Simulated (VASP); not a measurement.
# PbF2 (Immm) in VASP: a series of runs

Runs on PbF2. Level: PBE. Tasks: single point.

Everything below comes from runs of VASP 6.6.1. Logs are shortened: lines on timing, memory, paths and dates and some standing lists are left out, and cuts for length are marked.

### Step 1. The cell of the first run

Symmetry: Immm, No. 71, orthorhombic system. Conventional cell: a = 3.990 Å, b = 4.410 Å, c = 5.940 Å, α = 90.00°, β = 90.00°, γ = 90.00°. Pb (site symmetry mmm) has 8 F at 2.49 to 2.66 Å within 3.3 Å. F (site symmetry mm2) has 4 Pb at 2.49 to 2.66 Å and 6 F at 2.97 Å within 3.3 Å.

### Step 2. Single point, PBE (strain -0.1000 x Voigt [0, 0, 0, 0, 1, 0])

INCAR reads:

```
ALGO = Normal
EDIFF = 1E-6
ENCUT = 520
GGA = PE
ISIF = 2
ISMEAR = 0
LASPH = T
LCHARG = F
LREAL = F
LWAVE = F
NBANDS = 21
NELM = 60
PREC = Accurate
SIGMA = 0.05
```

KPOINTS reads:

```
k-points
0
Gamma
  8 8 8
```

POSCAR reads:

```
PbF2
1.0
   -0.1484925000      2.9698500000      2.9698500000
    2.8213575000      0.0000000000      2.8213575000
    2.9698500000      2.9698500000     -0.1484925000
Pb F
1 2
Direct
    0.0000000000      0.0000000000      0.0000000000
    0.2500000000      0.2500000000      0.2500000000
    0.7500000000      0.7500000000      0.7500000000
```

Potentials or basis: VASP PAW PBE potentials, release 64 (Pb_d, F).

Command:

```bash
$ cat potpaw_PBE.64/Pb_d/POTCAR potpaw_PBE.64/F/POTCAR > POTCAR
$ mpirun -np 1 vasp_std > vasp.out
```

OUTCAR:

```text
EDIFF = 1E-6
   ENCUT = 520
   GGA = PE
   ISIF = 2
   ISMEAR = 0
   LASPH = T
   LREAL = F
   NELM = 60
   PREC = Accurate

 ion  position               nearest neighbor table
   1  0.000  0.000  0.000-   3 2.49   2 2.49   3 2.49   2 2.49   3 2.66   2 2.66   3 2.66   2 2.66

   2  0.250  0.250  0.250-   1 2.49   1 2.49   1 2.66   1 2.66
   3  0.750  0.750  0.750-   1 2.49   1 2.49   1 2.66   1 2.66

  LATTYP: Found a body centered orthorhombic cell.
 ALAT       =     3.9900020408
 B/A-ratio  =     1.1052631579
 C/A-ratio  =     1.4886458551

  Lattice vectors:

 A1 = (   2.9698500000,  -2.9698500000,  -0.1484925000)
 A2 = (  -2.9698500000,  -2.9698500000,   0.1484925000)
 A3 = (   0.1484925000,   2.9698500000,  -2.9698500000)

Analysis of symmetry for initial positions (statically):
=====================================================================
 Subroutine PRICEL returns:
 Original cell was already a primitive cell.

 Routine SETGRP: Setting up the symmetry group for a
 body centered orthorhombic supercell.

 Subroutine GETGRP returns: Found  8 space group operations
 (whereof  8 operations were pure point group operations)
 out of a pool of  8 trial point group operations.

The static configuration has the point symmetry D_2h.

Analysis of symmetry for dynamics (positions and initial velocities):
=====================================================================
 Subroutine PRICEL returns:
 Original cell was already a primitive cell.

 Routine SETGRP: Setting up the symmetry group for a
 body centered orthorhombic supercell.

 Subroutine GETGRP returns: Found  8 space group operations
 (whereof  8 operations were pure point group operations)
 out of a pool of  8 trial point group operations.

The dynamic configuration has the point symmetry D_2h.

 Subroutine INISYM returns: Found  8 space group operations
 (whereof  8 operations are pure point group operations),
 and found     1 'primitive' translations

----------------------------------------------------------------------------------------

                                     Primitive cell

  volume of cell :      52.2572

  direct lattice vectors                    reciprocal lattice vectors
    -0.148492500  2.969850000  2.969850000    -0.160341592  0.168358671  0.160341592
     2.821357500  0.000000000  2.821357500     0.177219654 -0.168358671  0.177219654
     2.969850000  2.969850000 -0.148492500     0.160341592  0.168358671 -0.160341592

  length of vectors
     4.202626330  3.990002041  4.202626330     0.282424316  0.301924252  0.282424316

  position of ions in fractional coordinates (direct lattice)
     0.000000000  0.000000000  0.000000000
     0.250000000  0.250000000  0.250000000
     0.750000000  0.750000000  0.750000000

  ion indices of the primitive-cell ions
   primitive index   ion index
                 1           1
                 2           2
                 3           3

----------------------------------------------------------------------------------------

 KPOINTS: k-points

Automatic generation of k-mesh.
 Grid dimensions read from file:
 generate k-points for:    8    8    8

 Generating k-lattice:

  Cartesian coordinates                     Fractional coordinates (reciprocal lattice)
    -0.020042699  0.021044834  0.020042699     0.125000000  0.000000000 -0.000000000
     0.022152457 -0.021044834  0.022152457     0.000000000  0.125000000 -0.000000000
     0.020042699  0.021044834 -0.020042699    -0.000000000  0.000000000  0.125000000

  Length of vectors
     0.035303040  0.037740531  0.035303040

  Shift w.r.t. Gamma in fractional coordinates (k-lattice)
     0.000000000  0.000000000  0.000000000

 Subroutine IBZKPT returns following result:
 ===========================================

 Found     95 irreducible k-points:

 Following reciprocal coordinates:
            Coordinates               Weight
  0.000000  0.000000  0.000000      1.000000
  0.125000  0.000000 -0.000000      4.000000
  0.250000  0.000000 -0.000000      4.000000
  0.375000  0.000000 -0.000000      4.000000
  0.500000  0.000000 -0.000000      2.000000
 -0.000000  0.125000  0.000000      4.000000
[... 16 lines left out ...]
  0.125000  0.375000  0.000000      8.000000
  0.250000  0.375000 -0.000000      8.000000
 [... further k-points ...]
   k-points           NKPTS =     95   k-points in BZ     NKDIM =     95   number of bands    NBANDS=     21
   number of dos      NEDOS =    301   number of ions     NIONS =      3
   total plane-waves  NPLWV =  30720
   dimension x,y,z NGX =    32 NGY =   30 NGZ =   32
   dimension x,y,z NGXF=    64 NGYF=   60 NGZF=   64
   ions per type =               1   2
   NGX,Y,Z   is equivalent  to a cutoff of  12.66, 12.50, 12.66 a.u.
   NGXF,Y,Z  is equivalent  to a cutoff of  25.32, 25.00, 25.32 a.u.
 SYSTEM =  unknown system
   PREC   = accura    normal or accurate (medium, high low for compatibility)
   ISTART =      0    job   : 0-new  1-cont  2-samecut
   ICHARG =      2    charge: 1-file 2-atom 10-const
   ISPIN  =      1    spin polarized calculation?
   LNONCOLLINEAR =      F non collinear calculations
   LSORBIT =      F    spin-orbit coupling
   LASPH  =      T    aspherical Exc in radial PAW
   ENCUT  =  520.0 eV  38.22 Ry    6.18 a.u.   7.81  7.42  7.81*2*pi/ulx,y,z
   NELM   =     60;   NELMIN=  2; NELMDL= -5     # of ELM steps
   EDIFF  = 0.1E-05   stopping-criterion for ELM
   LREAL  =      F    real-space projection
   EDIFFG = 0.1E-04   stopping-criterion for IOM
   NSW    =      0    number of steps for IOM
   IBRION =     -1    ionic relax: 0-MD 1-quasi-New 2-CG
   NFREE  =      0    steps in history (QN), initial steepest desc. (CG)
   ISIF   =      2    stress and relaxation
   ISYM   =      2    0-nonsym 1-usesym 2-fastsym
   POTIM  = 0.5000    time-step for ionic-motion
   TEBEG  =    0.0;   TEEND  =   0.0 temperature during run
   PSTRESS=    0.0 pullay stress
   NELECT =      28.0000    total number of electrons
   NUPDOWN=      -1.0000    fix difference up-down
   EMIN   =  10.00;   EMAX   =-10.00  energy-range for DOS
   EFERMI =   0.00;   METHOD = LEGACY
   ISMEAR =     0;   SIGMA  =   0.05  broadening in eV -4-tet -1-fermi 0-gaus
   EFERMI_NEDOS =   21; number of points for ismear=-14 and -15
   IALGO  =     38    algorithm
   IMIX   =      4    mixing-type and parameters
     AMIX     =   0.40;   BMIX     =  1.00
     AMIX_MAG =   1.60;   BMIX_MAG =  1.00
  volume/ion in A,a.u.               =      17.42       117.55
  Fermi-wavevector in a.u.,A,eV,Ry     =   1.329675  2.512721 24.055569  1.768034
  Thomas-Fermi vector in A             =   2.458819
   LORBIT       =      0    0 simple, 1 ext, 2 COOP (PROOUT), +10 PAW based schemes
   GGA     = PE    functional components
   LHFCALC =     F    Hartree Fock is set to
   AEXX    =    0.0000 exact exchange contribution
   IVDW    =     0    specifies the selected vdW correction
   LEPSILON=     F    determine dielectric tensor
   LRPA    =     F    only Hartree local field effects (RPA)
 non-spin polarized calculation
 Gauss-broadening in eV      SIGMA  =   0.05
  energy-cutoff  :      520.00
  volume of cell :       52.26
 maximum number of plane-waves:      1426
   NGX = 15   NGY = 15   NGZ = 15

 number of electron      27.9999992 magnetization

 Free energy of the ion-electron system (eV)
  ---------------------------------------------------
  ext. energy  EPLUGINS =         0.00000000
  ---------------------------------------------------
  free energy    TOTEN  =       -14.28265496 eV

  energy without entropy =      -14.28265496  energy(sigma->0) =      -14.28265496

 E-fermi :   2.2510     XC(G=0):  -9.3836

 val. band max:        1.9510914047   @ k =   0.2500  -0.3750   0.2500
 cond. band min:       6.2506981494   @ k =   0.5000   0.5000  -0.0000
 fundamental gap:      4.2996067447
 Fermi energy:         2.2510092300

 k-point     1 :       0.0000    0.0000    0.0000
  band No.  band energies     occupation
      1     -19.2512      2.00000
      2     -18.6398      2.00000
      3     -12.5940      2.00000
      4     -12.5865      2.00000
      5     -12.5701      2.00000
      6     -12.5271      2.00000
[... 13 lines left out ...]
     20      17.0878      0.00000
     21      18.4376      0.00000

 k-point     2 :       0.1250    0.0000   -0.0000
  band No.  band energies     occupation
      1     -19.2240      2.00000
      2     -18.6647      2.00000
      3     -12.5856      2.00000
      4     -12.5649      2.00000
      5     -12.5626      2.00000
      6     -12.5261      2.00000
[... 13 lines left out ...]
     20      16.8676      0.00000
     21      18.3288      0.00000

 k-point     3 :       0.2500    0.0000   -0.0000
  band No.  band energies     occupation
      1     -19.1514      2.00000
      2     -18.7312      2.00000
      3     -12.5758      2.00000
      4     -12.5578      2.00000
      5     -12.5263      2.00000
      6     -12.5183      2.00000
[... 13 lines left out ...]
     20      16.5285      0.00000
     21      17.3050      0.00000

 k-point     4 :       0.3750    0.0000   -0.0000
  band No.  band energies     occupation
      1     -19.0544      2.00000
      2     -18.8203      2.00000
      3     -12.5706      2.00000
      4     -12.5572      2.00000
      5     -12.5224      2.00000
      6     -12.5038      2.00000
[... 13 lines left out ...]
     20      16.3393      0.00000
     21      16.3696      0.00000

 k-point     5 :       0.5000    0.0000   -0.0000
  band No.  band energies     occupation
      1     -18.9822      2.00000
      2     -18.8887      2.00000
      3     -12.5699      2.00000
      4     -12.5579      2.00000
      5     -12.5194      2.00000
      6     -12.4967      2.00000
[... 13 lines left out ...]
     20      15.9964      0.00000
     21      16.2922      0.00000
[... 382 lines left out ...]
     20      16.2234      0.00000
     21      18.0659      0.00000

 k-point    22 :       0.0000    0.3750    0.0000
  band No.  band energies     occupation
      1     -19.0321      2.00000
      2     -18.8316      2.00000
      3     -12.5749      2.00000
      4     -12.5703      2.00000
      5     -12.5140      2.00000
      6     -12.4795      2.00000
[... 13 lines left out ...]
     20      15.8641      0.00000
     21      16.5209      0.00000

 k-point    23 :       0.1250    0.3750    0.0000
  band No.  band energies     occupation
      1     -19.0494      2.00000
      2     -18.8151      2.00000
      3     -12.5676      2.00000
      4     -12.5634      2.00000
      5     -12.5234      2.00000
      6     -12.4804      2.00000
[... 13 lines left out ...]
     20      16.5999      0.00000
     21      17.4370      0.00000

 k-point    24 :       0.2500    0.3750   -0.0000
  band No.  band energies     occupation
      1     -19.0416      2.00000
      2     -18.8193      2.00000
      3     -12.5601      2.00000
      4     -12.5452      2.00000
      5     -12.5284      2.00000
      6     -12.4802      2.00000
[... 13 lines left out ...]
     20      17.1564      0.00000
     21      18.1877      0.00000

 [... further k-points ...]
[... 5 lines left out ...]
  --------------------------------------------------------------------------------------
  -------------------------------------------------------------------------------------
  Total        0.9594834      0.9874660      0.9594834      0.0000000      0.0000000      1.0984416
  in kB       29.4172174     30.2751490     29.4172174      0.0000000      0.0000000     33.6775972
  external PRESSURE =      29.7031946 kB  Pullay stress =       0.0000000 kB

 VOLUME and BASIS-vectors are now :
 -----------------------------------------------------------------------------
  energy-cutoff  :      520.00
  volume of cell :       52.26
      direct lattice vectors                 reciprocal lattice vectors
    -0.148492500  2.969850000  2.969850000    -0.160341592  0.168358671  0.160341592
     2.821357500  0.000000000  2.821357500     0.177219654 -0.168358671  0.177219654
     2.969850000  2.969850000 -0.148492500     0.160341592  0.168358671 -0.160341592

 POSITION                                       TOTAL-FORCE (eV/Angst)
 -----------------------------------------------------------------------------------
      0.00000      0.00000      0.00000        -0.000000      0.000000     -0.000000
      1.41068      1.48493      1.41068         0.000000      0.299736      0.000000
      4.23204      4.45477      4.23204        -0.000000     -0.299736     -0.000000
 -----------------------------------------------------------------------------------
    total drift:                                0.000000     -0.000000      0.000000

  FREE ENERGIE OF THE ION-ELECTRON SYSTEM (eV)
  ---------------------------------------------------
  free  energy   TOTEN  =       -14.2826549631 eV

  energy  without entropy=      -14.2826549631  energy(sigma->0) =      -14.28265496
```

Run time: 30 s. Hardware: 1 thread of Intel Xeon 6975P-C (Granite Rapids), shared host; peak memory 0.24 GiB.

Results:

```
Free energy            : -14.2827 eV
Pressure               : 3.0 GPa
Largest force          : 0.300 eV/Å
Band gap on the k mesh : 4.30 eV, indirect (least direct gap 4.49 eV)
```

Forces on the atoms (eV/Å):
```
Pb   0.000  0.000  0.000
F    0.000  0.300  0.000
F    0.000 -0.300  0.000
```

Levels at points of the mesh, in eV from the valence-band top:
```
           k point  band 12  band 13  band 14  band 15  band 16  band 17
(0.00, 0.00, 0.00)    -2.25    -2.09    -1.91     6.03     6.72     7.38
(0.50, 0.00, 0.00)    -2.24    -2.21    -0.20     4.67     7.35     8.14
(0.00, 0.50, 0.00)    -2.26    -2.25    -0.01     5.19     7.04     7.81
(0.50, 0.50, 0.00)    -1.68    -1.66    -0.19     4.30     7.75     7.86
(0.50, 0.00, 0.50)    -1.68    -1.60    -0.22     4.35     7.21     8.40
```

Caveat: the cell differs from its parent crystal (strain -0.1000 x Voigt [0, 0, 0, 0, 1, 0]); spin-orbit coupling is left out, which moves the levels of the heavy elements. A k mesh can miss the band edges.

### Step 3. Single point, PBE (strain +0.0750 x Voigt [0, 0, 0, 0, 1, 0])

INCAR reads:

```
SYSTEM = PbF2
PREC = Accurate
ENCUT = 520
EDIFF = 1E-7
ISMEAR = 0
SIGMA = 0.05
LREAL = .False.
LASPH = .True.
NELM = 100
ALGO = Normal
ISIF = 2
LWAVE = .False.
LCHARG = .False.
GGA = PE
NBANDS = 21
```

KPOINTS reads:

```
Automatic mesh
0
Gamma
  8 8 8
  0 0 0
```

POSCAR reads:

```
PbF2
1.0
    0.1113693750      2.9698500000      2.9698500000
    3.0812193750      0.0000000000      3.0812193750
    2.9698500000      2.9698500000      0.1113693750
Pb F
1 2
Direct
    0.0000000000      0.0000000000      0.0000000000
    0.2500000000      0.2500000000      0.2500000000
    0.7500000000      0.7500000000      0.7500000000
```

Potentials or basis: VASP PAW PBE potentials, release 64 (Pb_d, F).

Command:

```bash
$ cat potpaw_PBE.64/Pb_d/POTCAR potpaw_PBE.64/F/POTCAR > POTCAR
$ mpirun -np 1 vasp_std > vasp.out
```

Wall time 30 s (1 thread of Intel Xeon 6975P-C (Granite Rapids), shared host); peak memory 0.23 GiB.

It converged, with:

* Free energy: -14.3077 eV
* Pressure: 2.5 GPa
* Largest force: 0.219 eV/Å
* Band gap on the k mesh: 4.35 eV, indirect (least direct gap 4.52 eV)

Forces in eV/Å, atoms in the order of the input:
```
Pb   0.000  0.000  0.000
F    0.000 -0.219  0.000
F    0.000  0.219  0.000
```

Stress tensor (GPa, compression positive):
```
 2.52  0.00 -2.49
 0.00  2.57  0.00
-2.49  0.00  2.52
```

Levels at points of the mesh, in eV from the valence-band top:
```
           k point  band 10  band 11  band 12  band 13  band 14  band 15  band 16  band 17  band 18  band 19
(0.00, 0.00, 0.00)    -2.47    -2.45    -2.15    -2.03    -1.90     6.22     6.74     7.23    10.57    15.07
(0.50, 0.00, 0.00)    -2.81    -2.67    -2.20    -2.19    -0.01     5.17     7.20     7.78    13.07    13.19
(0.00, 0.50, 0.00)    -2.76    -2.64    -2.19    -2.16    -0.15     4.77     7.43     8.02    13.22    13.53
(0.50, 0.50, 0.00)    -3.59    -1.63    -1.62    -1.60    -0.17     4.35     7.80     7.86     8.92    14.07
(0.50, 0.00, 0.50)    -3.52    -1.64    -1.62    -1.56    -0.19     4.38     7.38     8.28     8.91    14.11
```

Caveat: the cell differs from its parent crystal (strain +0.0750 x Voigt [0, 0, 0, 0, 1, 0]); spin-orbit coupling is left out, which moves the levels of the heavy elements.

[end of part 1 of 2]
